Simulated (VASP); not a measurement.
# GaAsSe2 (P6/mmm) in VASP: a series of runs, part 2 of 2

VASP 6.6.1. Earlier steps stand in the parts before.

### Step 3. Single point, PBE

This run uses another cell than the first one, of 35.17 Å³/atom.

INCAR

```
SYSTEM = GaAsSe2
PREC = Accurate
ENCUT = 520
EDIFF = 1E-7
ISMEAR = 0
SIGMA = 0.1
LREAL = .False.
LASPH = .True.
NELM = 80
ALGO = Normal
ISIF = 2
LWAVE = .False.
LCHARG = .False.
GGA = PE
NBANDS = 23
```

KPOINTS

```
regular mesh
0
Gamma
  6 6 2
  0 0 0
```

POSCAR

```
GaAsSe2
1.0
    4.1052904158     -0.0000000029      0.0000000000
   -2.0526452054      3.5552857914      0.0000000000
    0.0000000000      0.0000000000      9.6382837190
Ga As Se
1 1 2
Direct
    0.0000000000      0.0000000000      0.0000000000
    0.0000000000      0.0000000000      0.5000000000
    0.0000000000      0.0000000000      0.2560945726
    0.0000000000      0.0000000000      0.7439054274
```

Potentials or basis: VASP PAW PBE potentials, release 64 (Ga_d, As, Se).

Run with:

```console
$ cat potpaw_PBE.64/Ga_d/POTCAR potpaw_PBE.64/As/POTCAR potpaw_PBE.64/Se/POTCAR > POTCAR
$ mpirun -np 1 vasp_std > vasp.out
```

Wall time 19 s (1 thread of Intel Xeon 6975P-C (Granite Rapids), shared host); peak memory 0.27 GiB.

Results (log left out):

```
Free energy            : -12.9000 eV
Pressure               : 0.1 GPa
Largest force          : 0.018 eV/Å
Band gap on the k mesh : zero (bands 15 and 16 overlap by 1.92 eV)
```

Forces on the atoms (eV/Å):
```
Ga   0.000  0.000  0.000
As   0.000  0.000  0.000
Se   0.000  0.000  0.018
Se   0.000  0.000 -0.018
```

Stress tensor (GPa, compression positive):
```
0.03 0.00 0.00
0.00 0.03 0.00
0.00 0.00 0.38
```

Levels at points of the mesh, in eV from the Fermi level:
| k point | band 12 | band 13 | band 14 | band 15 | band 16 | band 17 | band 18 | band 19 |
| --- | --- | --- | --- | --- | --- | --- | --- | --- |
| (0.00, 0.00, 0.00) | -1.09 | -0.20 | -0.20 | 1.63 | 1.69 | 1.69 | 3.21 | 4.28 |
| (0.50, 0.00, 0.00) | -2.17 | -1.60 | -0.97 | -0.64 | 1.12 | 1.74 | 2.29 | 3.69 |
| (0.00, 0.00, 0.50) | -1.01 | -1.01 | -0.38 | -0.38 | 1.93 | 1.93 | 4.40 | 4.86 |
| (0.50, 0.00, 0.50) | -1.50 | -1.28 | -1.23 | -0.86 | -0.19 | 0.96 | 1.44 | 3.85 |

### Step 4. Single point, PBE

This run uses another cell than the first one, of 21.10 Å³/atom.

INCAR

```
SYSTEM = GaAsSe2
PREC = Accurate
ENCUT = 520
EDIFF = 1E-6
ISMEAR = 0
SIGMA = 0.1
LREAL = .FALSE.
LASPH = .TRUE.
NELM = 80
ALGO = Normal
ISIF = 2
LWAVE = .FALSE.
LCHARG = .FALSE.
GGA = PE
NBANDS = 23
```

KPOINTS

```
regular mesh
0
G
  12 12 6
  0 0 0
```

POSCAR

```
GaAsSe2
1.0
    2.9713428277      0.0000000000      0.0000000000
   -1.4856714138      2.5732583721      0.0000000000
    0.0000000000      0.0000000000     11.0362565901
Ga As Se
1 1 2
Direct
    0.0000000000      0.0000000000      0.0000000000
    0.0000000000      0.0000000000      0.5000000000
    0.0000000000      0.0000000000      0.2546072600
    0.0000000000      0.0000000000      0.7453927400
```

Run with:

```console
$ cat potpaw_PBE.64/Ga_d/POTCAR potpaw_PBE.64/As/POTCAR potpaw_PBE.64/Se/POTCAR > POTCAR
$ mpirun -np 1 vasp_std > vasp.out
```

It took 48 s on 1 thread of Intel Xeon 6975P-C (Granite Rapids), shared host; peak memory 0.31 GiB.

Results (log left out):

```yaml
Free_energy: -13.6424 eV
Pressure: 0.1 GPa
Band_gap_on_the_k_mesh: zero (bands 15 and 16 overlap by 5.79 eV)
```

Levels at points of the mesh, in eV from the Fermi level:
```
           k point  band 11  band 12  band 13  band 14  band 15  band 16  band 17  band 18  band 19  band 20
(0.00, 0.00, 0.00)    -2.70    -1.28     2.75     2.75     2.90     2.90     4.25     5.44     5.44     8.85
(0.50, 0.00, 0.00)    -4.68    -3.97    -3.78    -1.92     0.30     0.34     0.56     1.97     2.63     3.40
(0.00, 0.00, 0.50)    -4.75     1.07     2.27     2.77     2.77     2.88     2.88     5.45     5.45     9.57
(0.50, 0.00, 0.50)    -4.67    -4.60    -2.01    -1.89    -1.81     0.37     0.53     2.64     3.74     4.28
```

### Step 5. Relaxation of cell and atoms, PBE

INCAR

```
  ALGO = Normal
  EDIFF = 1E-6
  EDIFFG = -0.04
  ENCUT = 600
  GGA = PE
  IBRION = 2
  ISIF = 3
  ISMEAR = 0
  LASPH = T
  LCHARG = F
  LREAL = F
  LWAVE = F
  NELM = 60
  NSW = 90
  PREC = Accurate
  SIGMA = 0.1
```

KPOINTS

```
k-points
0
Gamma
  6 6 2
```

POSCAR

```
GaAsSe2
1.0
    4.1523492700      0.0000000000      0.0000000000
   -2.0761746300      3.5960399500      0.0000000000
    0.0000000000      0.0000000000      7.6905634500
Ga As Se
1 1 2
Direct
    0.0000000000      0.0000000000      0.0000000000
    0.0000000000      0.0000000000      0.5000000000
    0.0000000000      0.0000000000      0.2778703100
    0.0000000000      0.0000000000      0.7221296900
```

Run with:

```console
$ cat potpaw_PBE.64/Ga_d/POTCAR potpaw_PBE.64/As/POTCAR potpaw_PBE.64/Se/POTCAR > POTCAR
$ mpirun -np 1 vasp_std > vasp.out
```

It took 12 min on 1 thread of Intel Xeon 6975P-C (Granite Rapids), shared host; peak memory 0.33 GiB.

The run converged. Its results:

* Free energy: -13.1833 eV
* Relaxed volume: 21.84 Å³/atom
* Relaxed cell: a = 2.844 Å, b = 2.844 Å, c = 12.469 Å, α = 90.00°, β = 90.00°, γ = 120.00°
* Space group after relaxing (to 0.1 Å): P6/mmm (No. 191)
* Energy gained by relaxing: 3823.4 meV/atom
* Ionic steps: 39
* Pressure after relaxing: -0.2 GPa
* Largest force after relaxing: 0.036 eV/Å
* Band gap on the k mesh: zero (bands 15 and 16 overlap by 5.56 eV)

Forces in eV/Å, atoms in the order of the input:
```
Ga   0.000  0.000  0.000
As   0.000  0.000  0.000
Se   0.000  0.000 -0.036
Se   0.000  0.000  0.036
```

Stress tensor (GPa, compression positive):
```
-0.21  0.00  0.00
 0.00 -0.21  0.00
 0.00  0.00 -0.04
```

Step by step:
```csv
step,energy change (eV),largest force (eV/Å),pressure (GPa),volume (Å³)
1,0.0000,25.5396,60.04,114.84
2,-4.8770,1.9988,-13.13,287.17
3,-11.1995,6.7780,5.36,186.42
4,-11.6968,4.2323,1.64,208.22
5,-11.5254,2.9744,-0.91,224.89
6,-11.5735,3.1331,-0.55,222.74
7,-11.4323,1.5497,-6.92,217.52
8,-11.8611,0.3982,-3.76,220.72
9,-12.5409,0.1670,-3.58,191.06
10,-13.2983,0.2428,-2.55,150.68
11,-13.6711,4.0414,15.05,87.43
12,-13.8537,2.0120,2.84,109.74
13,-13.8647,2.7512,7.28,99.40
14,-14.1773,2.9850,7.86,93.93
15,-14.1555,1.2860,19.91,78.44
16,-14.4927,2.3357,11.08,87.22
17,-14.5031,2.1136,12.03,85.34
18,-14.8069,1.4135,8.14,88.51
19,-15.0871,0.4312,1.64,95.14
20,-15.0983,0.2777,0.45,96.63
21,-15.0986,0.2510,0.20,96.92
22,-15.1096,0.2736,-0.08,97.15
23,-15.1246,0.3388,-0.81,97.82
24,-15.1334,0.3503,-0.60,97.20
25,-15.1549,0.3872,0.10,95.38
26,-15.1774,0.4782,1.61,91.79
27,-15.1791,0.5259,2.37,90.13
28,-15.1840,0.5146,2.33,90.02
29,-15.1981,0.4824,2.20,89.68
30,-15.2236,0.4207,1.97,89.00
31,-15.2627,0.2883,1.62,87.65
32,-15.2852,0.0597,1.36,84.93
33,-15.2912,0.0458,0.41,86.26
34,-15.2917,0.0393,-0.02,86.84
35,-15.2917,0.0408,0.11,86.72
36,-15.2917,0.0402,0.04,86.76
37,-15.2925,0.0174,0.03,86.92
38,-15.2936,0.0418,-0.17,87.41
39,-15.2936,0.0362,-0.16,87.37
```

Final structure:
```cif
data_structure
_symmetry_space_group_name_H-M 'P 1'
_symmetry_Int_Tables_number 1
_cell_length_a 2.8444
_cell_length_b 2.8444
_cell_length_c 12.4690
_cell_angle_alpha 90.000
_cell_angle_beta 90.000
_cell_angle_gamma 120.000
_cell_volume 87.37
loop_
_atom_site_label
_atom_site_type_symbol
_atom_site_fract_x
_atom_site_fract_y
_atom_site_fract_z
_atom_site_occupancy
Ga1 Ga 0.00000 0.00000 0.00000 1
As1 As 0.00000 0.00000 0.50000 1
Se1 Se 0.00000 0.00000 0.22112 1
Se2 Se 0.00000 0.00000 0.77888 1
```

Levels at points of the mesh, in eV from the Fermi level:
| k point | band 11 | band 12 | band 13 | band 14 | band 15 | band 16 | band 17 | band 18 | band 19 |
| --- | --- | --- | --- | --- | --- | --- | --- | --- | --- |
| (0.00, 0.00, 0.00) | -3.64 | -3.15 | 2.22 | 3.60 | 3.60 | 3.63 | 3.63 | 5.61 | 6.71 |
| (0.50, 0.00, 0.00) | -5.60 | -4.07 | -2.59 | -2.40 | 0.20 | 0.64 | 0.73 | 0.76 | 3.18 |
| (0.00, 0.00, 0.50) | -4.78 | -2.02 | 1.38 | 3.61 | 3.61 | 3.63 | 3.63 | 6.71 | 6.71 |
| (0.50, 0.00, 0.50) | -5.60 | -4.14 | -2.40 | -2.31 | -0.65 | 0.73 | 0.76 | 1.46 | 3.19 |

Caveat: the k points lie up to 0.43 Å⁻¹ apart in the final cell, too coarse for converged energies and pressures of a metal; the volume moved by over 15 % at a fixed basis, so the end points are rough; this functional lacks dispersion, which binds layers or chains, so the pressure and a relaxed spacing across them are unreliable.

### Step 6. The runs side by side

| task | cell | k mesh | cutoff (eV) | gap on the mesh (eV) | pressure (GPa) | largest force (eV/Å) |
| --- | --- | --- | --- | --- | --- | --- |
| single point | a = 4.152, b = 4.152, c = 7.691 Å, angles 90.0, 90.0, 120.0°, 4 atoms, atomic positions A | 6 × 6 × 2 | 520 | none | 60.0 | 25.54 |
| single point | a = 4.105, b = 4.105, c = 9.638 Å, angles 90.0, 90.0, 120.0°, 4 atoms, atomic positions B | 6 × 6 × 2 | 520 | none | 0.1 | 0.02 |
| single point | a = 2.971, b = 2.971, c = 11.036 Å, angles 90.0, 90.0, 120.0°, 4 atoms, atomic positions C | 12 × 12 × 6 | 520 | none | 0.1 | - |
| relaxation of cell and atoms | relaxed from a = 4.152, b = 4.152, c = 7.691 Å, angles 90.0, 90.0, 120.0°, 4 atoms, atomic positions A | 6 × 6 × 2 | 600 | none | -0.2 | 0.04 |

Alike in all rows: level PBE; potentials or basis VASP PAW PBE potentials, release 64 (Ga_d, As, Se); no spin polarisation; smearing gaussian 0.1 eV.

Caveats: some runs use coarse meshes; forces of over 1 eV/Å act on the atoms, so gaps and moduli don't describe the material at rest (at least some runs); the volume moved by over 15 % at a fixed basis, so the end points are rough (at least some runs); this functional lacks dispersion, which binds layers or chains, so the pressure and a relaxed spacing across them are unreliable (at least some runs).

Absolute energies hang on the potentials; compare differences alone.
